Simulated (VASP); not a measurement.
# Fe (P6_3/mmc) in VASP: a series of runs

The runs below take Fe through relaxation of cell and atoms, with LDA.

Everything below comes from runs of VASP 6.6.1. Logs are shortened: lines on timing, memory, paths and dates and some standing lists are left out, and cuts for length are marked.

### 1 The cell of the first run

Symmetry: P6_3/mmc, No. 194, hexagonal system. The conventional cell has a = 2.248 Å, b = 2.248 Å, c = 3.568 Å, α = 90.00°, β = 90.00°, γ = 120.00°. Within 2.9 Å of Fe (site symmetry -6m2) lie 12 Fe at 2.21 to 2.25 Å.

This isn't the form of Fe at room conditions, which is bcc.

### 2 Relaxation of cell and atoms, LDA, collinear spin, ferromagnetic start, target pressure 110 GPa, at which the enthalpy is minimised

File INCAR:

```
SYSTEM = Fe
  PREC = Accurate
  ENCUT = 600
  EDIFF = 1E-6
  ISMEAR = -1
  SIGMA = 0.05
  LREAL = .FALSE.
  LASPH = .TRUE.
  NELM = 150
  ALGO = Normal
  ISIF = 3
  LWAVE = .FALSE.
  LCHARG = .FALSE.
  ISPIN = 2
  MAGMOM = 2.5 2.5
  LORBIT = 11
  LMAXMIX = 4
  IBRION = 2
  NSW = 32
  EDIFFG = -0.005
  PSTRESS = 1100.0
```

File KPOINTS:

```
Automatic mesh
0
G
  19 19 11
  0 0 0
```

File POSCAR:

```
Fe
1.0
    2.2482157984      0.0000000000      0.0000000000
   -1.1241078992      1.9470119946      0.0000000000
    0.0000000000      0.0000000000      3.5684517467
Fe
2
Direct
    0.3333333333      0.6666666667      0.2500000000
    0.6666666667      0.3333333333      0.7500000000
```

Potentials or basis: VASP PAW LDA potentials, release 64 (Fe).

Started as:

```console
$ cat potpaw_LDA.64/Fe/POTCAR > POTCAR
$ mpirun -np 1 vasp_std > vasp.out
```

OUTCAR:

```text
SYSTEM = Fe
   PREC = Accurate
   ENCUT = 600
   EDIFF = 1E-6
   ISMEAR = -1
   LREAL = .FALSE.
   LASPH = .TRUE.
   NELM = 150
   ISIF = 3
   ISPIN = 2
   LORBIT = 11
   IBRION = 2
   NSW = 32
   EDIFFG = -0.005
   PSTRESS = 1100.0

 ion  position               nearest neighbor table
   1  0.333  0.667  0.250-   2 2.21   2 2.21   2 2.21   2 2.21   2 2.21   2 2.21
   2  0.667  0.333  0.750-   1 2.21   1 2.21   1 2.21   1 2.21   1 2.21   1 2.21

  LATTYP: Found a hexagonal cell.
 ALAT       =     2.2482157984
 C/A-ratio  =     1.5872371990

  Lattice vectors:

 A1 = (   2.2482157984,   0.0000000000,   0.0000000000)
 A2 = (  -1.1241078992,   1.9470119946,   0.0000000000)
 A3 = (   0.0000000000,   0.0000000000,   3.5684517467)

Analysis of symmetry for initial positions (statically):
=====================================================================
 Subroutine PRICEL returns:
 Original cell was already a primitive cell.

 Routine SETGRP: Setting up the symmetry group for a
 hexagonal supercell.

 Subroutine GETGRP returns: Found 24 space group operations
 (whereof 12 operations were pure point group operations)
 out of a pool of 24 trial point group operations.

The static configuration has the point symmetry D_3d.
 The point group associated with its full space group is D_6h.

Analysis of symmetry for dynamics (positions and initial velocities):
=====================================================================
 Subroutine PRICEL returns:
 Original cell was already a primitive cell.

 Routine SETGRP: Setting up the symmetry group for a
 hexagonal supercell.

 Subroutine GETGRP returns: Found 24 space group operations
 (whereof 12 operations were pure point group operations)
 out of a pool of 24 trial point group operations.

The dynamic configuration has the point symmetry D_3d.
 The point group associated with its full space group is D_6h.

Analysis of structural, dynamic, and magnetic symmetry:
=====================================================================
 Subroutine PRICEL returns:
 Original cell was already a primitive cell.

 Routine SETGRP: Setting up the symmetry group for a
 hexagonal supercell.

 Subroutine GETGRP returns: Found 24 space group operations
 (whereof 12 operations were pure point group operations)
 out of a pool of 24 trial point group operations.

The overall configuration has the point symmetry D_3d.
 The point group associated with its full space group is D_6h.

 Subroutine INISYM returns: Found 24 space group operations
 (whereof 12 operations are pure point group operations),
 and found     1 'primitive' translations

----------------------------------------------------------------------------------------

                                     Primitive cell

  volume of cell :      15.6202

  direct lattice vectors                    reciprocal lattice vectors
     2.248215798  0.000000000  0.000000000     0.444797159  0.256803759  0.000000000
    -1.124107899  1.947011995  0.000000000     0.000000000  0.513607519  0.000000000
     0.000000000  0.000000000  3.568451747     0.000000000  0.000000000  0.280233578

  length of vectors
     2.248215798  2.248215798  3.568451747     0.513607519  0.513607519  0.280233578

  position of ions in fractional coordinates (direct lattice)
     0.333333333  0.666666667  0.250000000
     0.666666667  0.333333333  0.750000000

  ion indices of the primitive-cell ions
   primitive index   ion index
                 1           1
                 2           2

----------------------------------------------------------------------------------------

 KPOINTS: Automatic mesh

Automatic generation of k-mesh.
 Grid dimensions read from file:
 generate k-points for:   19   19   11

 Generating k-lattice:

  Cartesian coordinates                     Fractional coordinates (reciprocal lattice)
     0.023410377  0.013515987  0.000000000     0.052631579 -0.000000000  0.000000000
     0.000000000  0.027031975  0.000000000     0.000000000  0.052631579  0.000000000
     0.000000000  0.000000000  0.025475780     0.000000000  0.000000000  0.090909091

  Length of vectors
     0.027031975  0.027031975  0.025475780

  Shift w.r.t. Gamma in fractional coordinates (k-lattice)
     0.000000000  0.000000000  0.000000000

 Subroutine IBZKPT returns following result:
 ===========================================

 Found    240 irreducible k-points:

 Following reciprocal coordinates:
            Coordinates               Weight
  0.000000  0.000000  0.000000      1.000000
  0.052632  0.000000  0.000000      6.000000
  0.105263  0.000000  0.000000      6.000000
  0.157895 -0.000000  0.000000      6.000000
  0.210526  0.000000  0.000000      6.000000
  0.263158 -0.000000  0.000000      6.000000
[... 16 lines left out ...]
  0.263158  0.105263  0.000000     12.000000
  0.315789  0.105263  0.000000     12.000000
 [... further k-points ...]
   k-points           NKPTS =    240   k-points in BZ     NKDIM =    240   number of bands    NBANDS=     15
   number of dos      NEDOS =    301   number of ions     NIONS =      2
   total plane-waves  NPLWV =   9720
   dimension x,y,z NGX =    18 NGY =   18 NGZ =   30
   dimension x,y,z NGXF=    36 NGYF=   36 NGZF=   60
   ions per type =               2
   NGX,Y,Z   is equivalent  to a cutoff of  13.31, 13.31, 13.98 a.u.
   NGXF,Y,Z  is equivalent  to a cutoff of  26.62, 26.62, 27.95 a.u.
 SYSTEM =  Fe
   PREC   = accura    normal or accurate (medium, high low for compatibility)
   ISTART =      0    job   : 0-new  1-cont  2-samecut
   ICHARG =      2    charge: 1-file 2-atom 10-const
   ISPIN  =      2    spin polarized calculation?
   LNONCOLLINEAR =      F non collinear calculations
   LSORBIT =      F    spin-orbit coupling
   LASPH  =      T    aspherical Exc in radial PAW
   ENCUT  =  600.0 eV  44.10 Ry    6.64 a.u.   4.49  4.49  7.13*2*pi/ulx,y,z
   NELM   =    150;   NELMIN=  2; NELMDL= -5     # of ELM steps
   EDIFF  = 0.1E-05   stopping-criterion for ELM
   LREAL  =      F    real-space projection
   EDIFFG = -.5E-02   stopping-criterion for IOM
   NSW    =     32    number of steps for IOM
   IBRION =      2    ionic relax: 0-MD 1-quasi-New 2-CG
   NFREE  =      1    steps in history (QN), initial steepest desc. (CG)
   ISIF   =      3    stress and relaxation
   ISYM   =      2    0-nonsym 1-usesym 2-fastsym
   POTIM  = 0.5000    time-step for ionic-motion
   TEBEG  =    0.0;   TEEND  =   0.0 temperature during run
   PSTRESS= 1100.0 pullay stress
   NELECT =      16.0000    total number of electrons
   NUPDOWN=      -1.0000    fix difference up-down
   EMIN   =  10.00;   EMAX   =-10.00  energy-range for DOS
   EFERMI =   0.00;   METHOD = LEGACY
   ISMEAR =    -1;   SIGMA  =   0.05  broadening in eV -4-tet -1-fermi 0-gaus
   EFERMI_NEDOS =   21; number of points for ismear=-14 and -15
   IALGO  =     38    algorithm
   IMIX   =      4    mixing-type and parameters
     AMIX     =   0.40;   BMIX     =  1.00
     AMIX_MAG =   1.60;   BMIX_MAG =  1.00
  volume/ion in A,a.u.               =       7.81        52.71
  Fermi-wavevector in a.u.,A,eV,Ry     =   1.650261  3.118541 37.053587  2.723362
  Thomas-Fermi vector in A             =   2.739241
   LORBIT       =     11    0 simple, 1 ext, 2 COOP (PROOUT), +10 PAW based schemes
   GGA     = CA    functional components
   LHFCALC =     F    Hartree Fock is set to
   AEXX    =    0.0000 exact exchange contribution
   IVDW    =     0    specifies the selected vdW correction
   LEPSILON=     F    determine dielectric tensor
   LRPA    =     F    only Hartree local field effects (RPA)
 conjugate gradient relaxation of ions
 spin polarized calculation
  energy-cutoff  :      600.00
  volume of cell :       15.62
 maximum number of plane-waves:       539
 NGX is ok and might be reduce to    18
   NGX =  9   NGY =  9   NGZ = 15

--------------------------------------- Ionic step        1  -------------------------------------------

 number of electron      15.9999997 magnetization      -0.0007901

 number of electron      15.9999997 magnetization       0.0002516

 Free energy of the ion-electron system (eV)
  ---------------------------------------------------
  ext. energy  EPLUGINS =         0.00000000
  ---------------------------------------------------
  free energy    TOTEN  =       -17.84775065 eV

  energy without entropy =      -17.83493704  energy(sigma->0) =      -17.84134385

------------------------ aborting loop because EDIFF is reached ----------------------------------------

  FORCE on cell =-STRESS in cart. coord.  units (eV):
  Direction    XX          YY          ZZ          XY          YZ          ZX
  --------------------------------------------------------------------------------------
  -------------------------------------------------------------------------------------
  Total       10.7418296     10.7418296     10.6971819      0.0000000      0.0000000      0.0000000
  in kB     1101.7990457   1101.7990457   1097.2194891      0.0000000      0.0000000      0.0000000
  external PRESSURE =       0.2725269 kB  Pullay stress =    1100.0000000 kB
[... 105 lines left out ...]
--------------------------------------- Ionic step        4  -------------------------------------------

 number of electron      15.9999997 magnetization       0.0000035

 Free energy of the ion-electron system (eV)
  ---------------------------------------------------
  ext. energy  EPLUGINS =         0.00000000
  ---------------------------------------------------
  free energy    TOTEN  =       -17.84860392 eV

  energy without entropy =      -17.83579856  energy(sigma->0) =      -17.84220124

 E-fermi :  10.3076     XC(G=0): -15.6781

 val. band max:       10.3001591151   @ k =   0.2632   0.2632   0.2727
 cond. band min:      10.3138218851   @ k =   0.2632   0.2105   0.1818
 fundamental gap:      0.0136627700
 Fermi energy:        10.3076432057

 spin component 1

 k-point     1 :       0.0000    0.0000    0.0000
  band No.  band energies     occupation
      1      -0.0759      1.00000
      2       3.4965      1.00000
      3       7.8246      1.00000
      4       7.8246      1.00000
      5       7.9959      1.00000
      6       8.5293      1.00000
      7       8.5293      1.00000
      8       9.0761      1.00000
      9       9.0761      1.00000
     10      11.1492      0.00000
     11      11.3531      0.00000
     12      11.3531      0.00000
     13      22.2009      0.00000
     14      34.4220      0.00000
[... 403 lines left out ...]
      4       6.5809      1.00000
      5       7.4280      1.00000
      6       8.3307      1.00000
      7       8.4311      1.00000
      8      10.6094      0.00239
      9      11.1595      0.00000
     10      11.7807      0.00000
     11      12.3962      0.00000
     12      20.8517      0.00000
     13      22.0281      0.00000
     14      24.8156      0.00000
     15      28.1624      0.00000

 [... further k-points ...]

 spin component 2

 k-point     1 :       0.0000    0.0000    0.0000
  band No.  band energies     occupation
      1      -0.0759      1.00000
      2       3.4965      1.00000
      3       7.8245      1.00000
      4       7.8245      1.00000
      5       7.9959      1.00000
      6       8.5293      1.00000
      7       8.5293      1.00000
      8       9.0761      1.00000
      9       9.0761      1.00000
     10      11.1492      0.00000
     11      11.3531      0.00000
     12      11.3531      0.00000
     13      22.2009      0.00000
     14      34.4220      0.00000
[... 448 lines left out ...]
  energy  without entropy=      -17.8357985633  energy(sigma->0) =      -17.84220124

  enthalpy is  TOTEN    =        -7.1234675748 eV   P V=       10.7251363500

 reached required accuracy - stopping structural energy minimisation

 total charge

# of ion       s       p       d       tot
------------------------------------------
    1        0.692   0.952   6.730   8.374
    2        0.692   0.952   6.730   8.374
--------------------------------------------------
tot          1.384   1.903  13.461  16.748

 magnetization (x)

# of ion       s       p       d       tot
------------------------------------------
    1        0.000   0.000  -0.000  -0.000
    2        0.000   0.000  -0.000  -0.000
--------------------------------------------------
tot          0.000   0.000  -0.000  -0.000
```

It took 3.3 min on 1 thread of Intel Xeon 6975P-C (Granite Rapids), shared host; peak memory 0.2 GiB.

What came out:

| Quantity | Value |
| --- | --- |
| Free energy | -17.8486 eV |
| Energy change on relaxing (the run minimises the enthalpy) | -0.4 meV/atom |
| Ionic steps | 4 |
| Pressure after relaxing | 109.9 GPa |
| Band gap on the k mesh | zero (filled and empty bands overlap) |
| Net moment | 0.00 μB per cell |

Step by step:
```csv
step,energy change (eV),largest force (eV/Å),pressure (GPa),volume (Å³)
1,0.0000,0.0000,110.03,15.62
2,-0.0021,0.0000,109.84,15.62
3,-0.0010,0.0000,109.91,15.62
4,-0.0009,0.0000,109.94,15.62
```

Final structure:
```
Fe
1.0
     2.24861    0.00000    0.00000
    -1.12430    1.94735    0.00000
     0.00000    0.00000    3.56749
Fe
2
Direct
  0.33333 0.66667 0.25000
  0.66667 0.33333 0.75000
```

Caveat: the cell is relaxed towards a set pressure, so the run minimises the enthalpy, not the energy; the moments typed at the start vanished in this run.

### 3 Relaxation of cell and atoms, LDA, collinear spin, ferromagnetic start, target pressure 110 GPa, at which the enthalpy is minimised

This run uses another cell than the first one, of 8.11 Å³/atom.

File INCAR:

```
SYSTEM = Fe
PREC = Accurate ; ENCUT = 600
EDIFF = 1E-6 ; ISMEAR = -1
SIGMA = 0.05 ; LREAL = .FALSE.
LASPH = .TRUE. ; NELM = 150
ALGO = Normal ; ISIF = 3
LWAVE = .FALSE. ; LCHARG = .FALSE.
ISPIN = 2 ; MAGMOM = 2.5 2.5
LORBIT = 11 ; LMAXMIX = 4
IBRION = 2 ; NSW = 60
EDIFFG = -0.005 ; PSTRESS = 1100.0
```

KPOINTS is that of step 2.

File POSCAR:

```
Fe
1.0
    2.2614522059      0.0000000000      0.0000000000
   -1.1307261030      1.9584750598      0.0000000000
    0.0000000000      0.0000000000      3.6635525736
Fe
2
Direct
    0.3333333333      0.6666666667      0.2500000000
    0.6666666667      0.3333333333      0.7500000000
```

Potentials or basis: VASP PAW LDA potentials, release 64 (Fe).

Started as:

```console
$ cat potpaw_LDA.64/Fe/POTCAR > POTCAR
$ mpirun -np 1 vasp_std > vasp.out
```

Run time: 9.5 min. Hardware: 1 thread of Intel Xeon 6975P-C (Granite Rapids), shared host; peak memory 0.23 GiB.

It converged, with:

| Property | Result |
| --- | --- |
| Free energy | -17.8484 eV |
| Relaxed volume | 7.81 Å³/atom |
| Relaxed cell | a = 2.249 Å, b = 2.249 Å, c = 3.567 Å, α = 90.00°, β = 90.00°, γ = 120.00° |
| Space group after relaxing (to 0.1 Å) | P6_3/mmc (No. 194) |
| Energy change on relaxing (the run minimises the enthalpy) | +173.6 meV/atom |
| Ionic steps | 9 |
| Pressure after relaxing | 110.0 GPa |
| Band gap on the k mesh | zero (filled and empty bands overlap) |
| Net moment | 0.00 μB per cell |

The path:
```tsv
step	energy change (eV)	largest force (eV/Å)	pressure (GPa)	volume (Å³)
1	0.0000	0.0000	81.70	16.23
2	3.4937	0.0000	309.27	13.08
3	0.3348	0.0000	108.57	15.65
4	0.3679	0.0000	111.12	15.60
5	0.3764	0.0000	111.76	15.58
6	0.3369	0.0000	109.34	15.64
7	0.3512	0.0000	110.16	15.61
8	0.3424	0.0000	109.61	15.63
9	0.3472	0.0000	109.97	15.62
```

Final structure:
```yaml
crystal:
  lattice:
    - [2.24857, 0.00000, 0.00000]
    - [-1.12429, 1.94732, 0.00000]
    - [0.00000, 0.00000, 3.56736]
  atoms:
    - { symbol: Fe, position: [0.33333, 0.66667, 0.25000] }
    - { symbol: Fe, position: [0.66667, 0.33333, 0.75000] }
```

Levels at points of the mesh, in eV from the Fermi level:
Spin up:
```
           k point  band 4  band 5  band 6  band 7  band 8  band 9  band 10  band 11  band 12  band 13
(0.00, 0.00, 0.00)   -2.48   -2.31   -1.78   -1.78   -1.23   -1.23     0.84     1.05     1.05    11.89
```
Spin down:
```csv
k point,band 6,band 7,band 8,band 9,band 10,band 11
"(0.00, 0.00, 0.00)",-1.78,-1.78,-1.23,-1.23,0.84,1.05
```

Caveat: the cell is relaxed towards a set pressure, so the run minimises the enthalpy, not the energy; the moments typed at the start vanished in this run.
